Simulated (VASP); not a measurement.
# GaP (I-4m2) in VASP: notebook

The runs below take GaP through single point, with PBEsol.

All numbers are computed with VASP 6.6.1; they aren't measurements. Logs are shortened: lines on timing, memory, paths and dates and some standing lists are left out, and cuts for length are marked.

## Step 1: The cell of the first run

Symmetry: I-4m2, No. 119, tetragonal system. The conventional cell has a = 3.546 Å, b = 3.546 Å, c = 5.450 Å, α = 90.00°, β = 90.00°, γ = 90.00°. Within 3.0 Å of Ga (site symmetry -4m2) lie 4 P at 2.24 Å. P (site symmetry -4m2) has 4 Ga at 2.24 Å within 3.0 Å.

## Step 2: Single point, PBEsol (strain -0.080 along x and y, +0.000 along z)

INCAR reads:

```
  PREC = Accurate
  ENCUT = 520
  EDIFF = 1E-6
  ISMEAR = 0
  SIGMA = 0.05
  LREAL = False
  LASPH = True
  NELM = 60
  ALGO = Normal
  ISIF = 2
  LWAVE = False
  LCHARG = False
  GGA = PS
  NBANDS = 16
```

KPOINTS reads:

```
Automatic mesh
0
Gamma
  8 8 8
```

POSCAR reads:

```
GaP
1.0
    0.0000000000      2.5072300000      2.7252500000
    2.5072300000      0.0000000000      2.7252500000
    2.5072300000      2.5072300000      0.0000000000
Ga P
1 1
Direct
    0.0000000000      0.0000000000      0.0000000000
    0.7500000000      0.7500000000      0.7500000000
```

Potentials or basis: VASP PAW PBE potentials, release 64 (Ga_d, P).

On the command line:

```bash
> cat potpaw_PBE.64/Ga_d/POTCAR potpaw_PBE.64/P/POTCAR > POTCAR
> mpirun -np 1 vasp_std > vasp.out
```

OUTCAR:

```text
PREC = Accurate
   ENCUT = 520
   EDIFF = 1E-6
   ISMEAR = 0
   LREAL = False
   LASPH = True
   NELM = 60
   ISIF = 2
   GGA = PS

 ion  position               nearest neighbor table
   1  0.000  0.000  0.000-   2 2.24   2 2.24   2 2.24   2 2.24
   2  0.750  0.750  0.750-   1 2.24   1 2.24   1 2.24   1 2.24

  LATTYP: Found a body centered tetragonal cell.
 ALAT       =     3.5457586700
 C/A-ratio  =     1.5371886548

  Lattice vectors:

 A1 = (  -2.5072300000,   0.0000000000,   2.7252500000)
 A2 = (   2.5072300000,   0.0000000000,   2.7252500000)
 A3 = (   0.0000000000,   2.5072300000,  -2.7252500000)

Analysis of symmetry for initial positions (statically):
=====================================================================
 Subroutine PRICEL returns:
 Original cell was already a primitive cell.

 Routine SETGRP: Setting up the symmetry group for a
 body centered tetragonal supercell.

 Subroutine GETGRP returns: Found  8 space group operations
 (whereof  8 operations were pure point group operations)
 out of a pool of 16 trial point group operations.

The static configuration has the point symmetry D_2d.

Analysis of symmetry for dynamics (positions and initial velocities):
=====================================================================
 Subroutine PRICEL returns:
 Original cell was already a primitive cell.

 Routine SETGRP: Setting up the symmetry group for a
 body centered tetragonal supercell.

 Subroutine GETGRP returns: Found  8 space group operations
 (whereof  8 operations were pure point group operations)
 out of a pool of 16 trial point group operations.

The dynamic configuration has the point symmetry D_2d.

 Subroutine INISYM returns: Found  8 space group operations
 (whereof  8 operations are pure point group operations),
 and found     1 'primitive' translations

----------------------------------------------------------------------------------------

                                     Primitive cell

  volume of cell :      34.2629

  direct lattice vectors                    reciprocal lattice vectors
     0.000000000  2.507230000  2.725250000    -0.199423268  0.199423268  0.183469406
     2.507230000  0.000000000  2.725250000     0.199423268 -0.199423268  0.183469406
     2.507230000  2.507230000  0.000000000     0.199423268  0.199423268 -0.183469406

  length of vectors
     3.703132436  3.703132436  3.545758670     0.336452527  0.336452527  0.336452527

  position of ions in fractional coordinates (direct lattice)
     0.000000000  0.000000000  0.000000000
     0.750000000  0.750000000  0.750000000

  ion indices of the primitive-cell ions
   primitive index   ion index
                 1           1
                 2           2

----------------------------------------------------------------------------------------

 KPOINTS: Automatic mesh

Automatic generation of k-mesh.
 Grid dimensions read from file:
 generate k-points for:    8    8    8

 Generating k-lattice:

  Cartesian coordinates                     Fractional coordinates (reciprocal lattice)
    -0.024927908  0.024927908  0.022933676     0.125000000 -0.000000000  0.000000000
     0.024927908 -0.024927908  0.022933676    -0.000000000  0.125000000  0.000000000
     0.024927908  0.024927908 -0.022933676     0.000000000  0.000000000  0.125000000

  Length of vectors
     0.042056566  0.042056566  0.042056566

  Shift w.r.t. Gamma in fractional coordinates (k-lattice)
     0.000000000  0.000000000  0.000000000

 Subroutine IBZKPT returns following result:
 ===========================================

 Found     59 irreducible k-points:

 Following reciprocal coordinates:
            Coordinates               Weight
  0.000000  0.000000  0.000000      1.000000
  0.125000 -0.000000  0.000000      8.000000
  0.250000 -0.000000  0.000000      8.000000
  0.375000 -0.000000  0.000000      8.000000
  0.500000 -0.000000  0.000000      4.000000
  0.125000  0.125000  0.000000      2.000000
[... 16 lines left out ...]
  0.250000 -0.000000  0.125000     16.000000
  0.375000 -0.000000  0.125000     16.000000
 [... further k-points ...]
   k-points           NKPTS =     59   k-points in BZ     NKDIM =     59   number of bands    NBANDS=     16
   number of dos      NEDOS =    301   number of ions     NIONS =      2
   total plane-waves  NPLWV =  21952
   dimension x,y,z NGX =    28 NGY =   28 NGZ =   28
   dimension x,y,z NGXF=    56 NGYF=   56 NGZF=   56
   ions per type =               1   1
   NGX,Y,Z   is equivalent  to a cutoff of  12.57, 12.57, 13.13 a.u.
   NGXF,Y,Z  is equivalent  to a cutoff of  25.14, 25.14, 26.26 a.u.
 SYSTEM =  unknown system
   PREC   = accura    normal or accurate (medium, high low for compatibility)
   ISTART =      0    job   : 0-new  1-cont  2-samecut
   ICHARG =      2    charge: 1-file 2-atom 10-const
   ISPIN  =      1    spin polarized calculation?
   LNONCOLLINEAR =      F non collinear calculations
   LSORBIT =      F    spin-orbit coupling
   LASPH  =      T    aspherical Exc in radial PAW
   ENCUT  =  520.0 eV  38.22 Ry    6.18 a.u.   6.89  6.89  6.59*2*pi/ulx,y,z
   NELM   =     60;   NELMIN=  2; NELMDL= -5     # of ELM steps
   EDIFF  = 0.1E-05   stopping-criterion for ELM
   LREAL  =      F    real-space projection
   EDIFFG = 0.1E-04   stopping-criterion for IOM
   NSW    =      0    number of steps for IOM
   IBRION =     -1    ionic relax: 0-MD 1-quasi-New 2-CG
   NFREE  =      0    steps in history (QN), initial steepest desc. (CG)
   ISIF   =      2    stress and relaxation
   ISYM   =      2    0-nonsym 1-usesym 2-fastsym
   POTIM  = 0.5000    time-step for ionic-motion
   TEBEG  =    0.0;   TEEND  =   0.0 temperature during run
   PSTRESS=    0.0 pullay stress
   NELECT =      18.0000    total number of electrons
   NUPDOWN=      -1.0000    fix difference up-down
   EMIN   =  10.00;   EMAX   =-10.00  energy-range for DOS
   EFERMI =   0.00;   METHOD = LEGACY
   ISMEAR =     0;   SIGMA  =   0.05  broadening in eV -4-tet -1-fermi 0-gaus
   EFERMI_NEDOS =   21; number of points for ismear=-14 and -15
   IALGO  =     38    algorithm
   IMIX   =      4    mixing-type and parameters
     AMIX     =   0.40;   BMIX     =  1.00
     AMIX_MAG =   1.60;   BMIX_MAG =  1.00
  volume/ion in A,a.u.               =      17.13       115.61
  Fermi-wavevector in a.u.,A,eV,Ry     =   1.320963  2.496259 23.741407  1.744944
  Thomas-Fermi vector in A             =   2.450752
   LORBIT       =      0    0 simple, 1 ext, 2 COOP (PROOUT), +10 PAW based schemes
   GGA     = PS    functional components
   LHFCALC =     F    Hartree Fock is set to
   AEXX    =    0.0000 exact exchange contribution
   IVDW    =     0    specifies the selected vdW correction
   LEPSILON=     F    determine dielectric tensor
   LRPA    =     F    only Hartree local field effects (RPA)
 non-spin polarized calculation
 Gauss-broadening in eV      SIGMA  =   0.05
  energy-cutoff  :      520.00
  volume of cell :       34.26
 maximum number of plane-waves:       938
   NGX = 13   NGY = 13   NGZ = 13

 number of electron      18.0000006 magnetization

 Free energy of the ion-electron system (eV)
  ---------------------------------------------------
  ext. energy  EPLUGINS =         0.00000000
  ---------------------------------------------------
  free energy    TOTEN  =        -9.57285734 eV

  energy without entropy =       -9.57285734  energy(sigma->0) =       -9.57285734

 E-fermi :   6.8946     XC(G=0): -10.8036

 val. band max:        6.6409312645   @ k =   0.0000   0.0000   0.0000
 cond. band min:       7.3489480676   @ k =   0.5000   0.0000   0.5000
 fundamental gap:      0.7080168031
 Fermi energy:         6.8945786353

 k-point     1 :       0.0000    0.0000    0.0000
  band No.  band energies     occupation
      1      -8.5330      2.00000
      2      -8.5046      2.00000
      3      -8.5046      2.00000
      4      -8.3626      2.00000
      5      -8.3524      2.00000
      6      -7.4616      2.00000
[... 8 lines left out ...]
     15      15.9529      0.00000
     16      17.3181      0.00000

 k-point     2 :       0.1250   -0.0000    0.0000
  band No.  band energies     occupation
      1      -8.5518      2.00000
      2      -8.5124      2.00000
      3      -8.4970      2.00000
      4      -8.3591      2.00000
      5      -8.3541      2.00000
      6      -7.2034      2.00000
[... 8 lines left out ...]
     15      16.3554      0.00000
     16      16.8097      0.00000

 k-point     3 :       0.2500   -0.0000    0.0000
  band No.  band energies     occupation
      1      -8.6093      2.00000
      2      -8.4987      2.00000
      3      -8.4806      2.00000
      4      -8.3563      2.00000
      5      -8.3502      2.00000
      6      -6.4851      2.00000
[... 8 lines left out ...]
     15      15.7511      0.00000
     16      16.9193      0.00000

 k-point     4 :       0.3750   -0.0000    0.0000
  band No.  band energies     occupation
      1      -8.6549      2.00000
      2      -8.4873      2.00000
      3      -8.4678      2.00000
      4      -8.3548      2.00000
      5      -8.3370      2.00000
      6      -5.4533      2.00000
[... 8 lines left out ...]
     15      16.7837      0.00000
     16      17.7564      0.00000
[... 324 lines left out ...]
 k-point    22 :       0.1250    0.0000    0.1250
  band No.  band energies     occupation
      1      -8.5571      2.00000
      2      -8.5147      2.00000
      3      -8.4915      2.00000
      4      -8.3658      2.00000
      5      -8.3512      2.00000
      6      -7.1019      2.00000
[... 8 lines left out ...]
     15      16.0208      0.00000
     16      17.4633      0.00000

 k-point    23 :       0.2500   -0.0000    0.1250
  band No.  band energies     occupation
      1      -8.6059      2.00000
      2      -8.4944      2.00000
      3      -8.4770      2.00000
      4      -8.3727      2.00000
      5      -8.3440      2.00000
      6      -6.5272      2.00000
[... 8 lines left out ...]
     15      16.2370      0.00000
     16      18.3208      0.00000

 k-point    24 :       0.3750   -0.0000    0.1250
  band No.  band energies     occupation
      1      -8.6487      2.00000
      2      -8.4793      2.00000
      3      -8.4640      2.00000
      4      -8.3720      2.00000
      5      -8.3347      2.00000
      6      -5.5783      2.00000
[... 8 lines left out ...]
     15      17.4072      0.00000
     16      18.5202      0.00000

 [... further k-points ...]
[... 5 lines left out ...]
  --------------------------------------------------------------------------------------
  -------------------------------------------------------------------------------------
  Total        4.5395112      4.5395112      2.9985565      0.0000000     -0.0000000      0.0000000
  in kB      212.2731075    212.2731075    140.2161796      0.0000000     -0.0000000      0.0000000
  external PRESSURE =     188.2541315 kB  Pullay stress =       0.0000000 kB

 VOLUME and BASIS-vectors are now :
 -----------------------------------------------------------------------------
  energy-cutoff  :      520.00
  volume of cell :       34.26
      direct lattice vectors                 reciprocal lattice vectors
     0.000000000  2.507230000  2.725250000    -0.199423268  0.199423268  0.183469406
     2.507230000  0.000000000  2.725250000     0.199423268 -0.199423268  0.183469406
     2.507230000  2.507230000  0.000000000     0.199423268  0.199423268 -0.183469406

 POSITION                                       TOTAL-FORCE (eV/Angst)
 -----------------------------------------------------------------------------------
      0.00000      0.00000      0.00000        -0.000000     -0.000000     -0.000000
      3.76084      3.76084      4.08788         0.000000      0.000000      0.000000
 -----------------------------------------------------------------------------------
    total drift:                               -0.000000     -0.000000      0.000001

  FREE ENERGIE OF THE ION-ELECTRON SYSTEM (eV)
  ---------------------------------------------------
  free  energy   TOTEN  =        -9.5728573387 eV

  energy  without entropy=       -9.5728573387  energy(sigma->0) =       -9.57285734
```

It took 44 s on 1 thread of AMD EPYC 7R43 (Zen 3), shared host; peak memory 0.13 GiB.

Results:

```
Free energy            : -9.5729 eV
Pressure               : 18.8 GPa
Band gap on the k mesh : 0.71 eV (least direct gap 2.79 eV)
```

Caveat: the cell differs from its parent crystal (strain -0.080 along x and y, +0.000 along z); the stress differs along the axes, from 14 to 21 GPa; semilocal functionals underestimate gaps, and a narrow one can read as zero; the PAW data sets were made with another functional, which shifts forces and pressure a little. A k mesh can miss the band edges.

## Step 3: Single point, PBEsol (strain -0.040 along x and y, -0.080 along z)

INCAR reads:

```
SYSTEM = GaP
PREC = Accurate
ENCUT = 520
EDIFF = 1E-6
ISMEAR = 0
SIGMA = 0.05
LREAL = .False.
LASPH = .True.
NELM = 80
ALGO = Normal
ISIF = 2
LWAVE = .False.
LCHARG = .False.
GGA = PS
NBANDS = 16
```

KPOINTS reads:

```
Automatic mesh
0
Gamma
  8 8 8
  0 0 0
```

POSCAR reads:

```
GaP
1.0
    0.0000000000      2.6162400000      2.5072300000
    2.6162400000      0.0000000000      2.5072300000
    2.6162400000      2.6162400000      0.0000000000
Ga P
1 1
Direct
    0.0000000000      0.0000000000      0.0000000000
    0.7500000000      0.7500000000      0.7500000000
```

Potentials or basis: VASP PAW PBE potentials, release 64 (Ga_d, P).

On the command line:

```bash
> cat potpaw_PBE.64/Ga_d/POTCAR potpaw_PBE.64/P/POTCAR > POTCAR
> mpirun -np 1 vasp_std > vasp.out
```

Run time: 46 s. Hardware: 1 thread of AMD EPYC 7R43 (Zen 3), shared host; peak memory 0.13 GiB.

It converged, with:

* Free energy: -9.6116 eV
* Pressure: 18.8 GPa
* Band gap on the k mesh: 0.73 eV (least direct gap 2.97 eV)

Stress tensor (GPa, compression positive):
```
17.87  0.00  0.00
 0.00 17.87  0.00
 0.00  0.00 20.55
```

Levels at points of the mesh, in eV from the valence-band top:
```tsv
k point	band 6	band 7	band 8	band 9	band 10	band 11	band 12	band 13
(0.00, 0.00, 0.00)	-14.07	-0.25	-0.25	0.00	2.97	3.53	3.60	3.60
(0.50, 0.00, 0.00)	-11.37	-7.93	-1.77	-1.36	1.86	4.19	4.66	8.15
(0.50, 0.50, 0.00)	-10.06	-7.61	-3.74	-3.74	0.73	1.01	11.56	11.56
(0.50, 0.00, 0.50)	-10.32	-7.95	-3.42	-3.37	1.08	1.46	11.35	11.59
```

Caveat: the cell differs from its parent crystal (strain -0.040 along x and y, -0.080 along z); the cell stands under pressure; semilocal functionals underestimate gaps, and a narrow one can read as zero; the PAW data sets were made with another functional, which shifts forces and pressure a little.
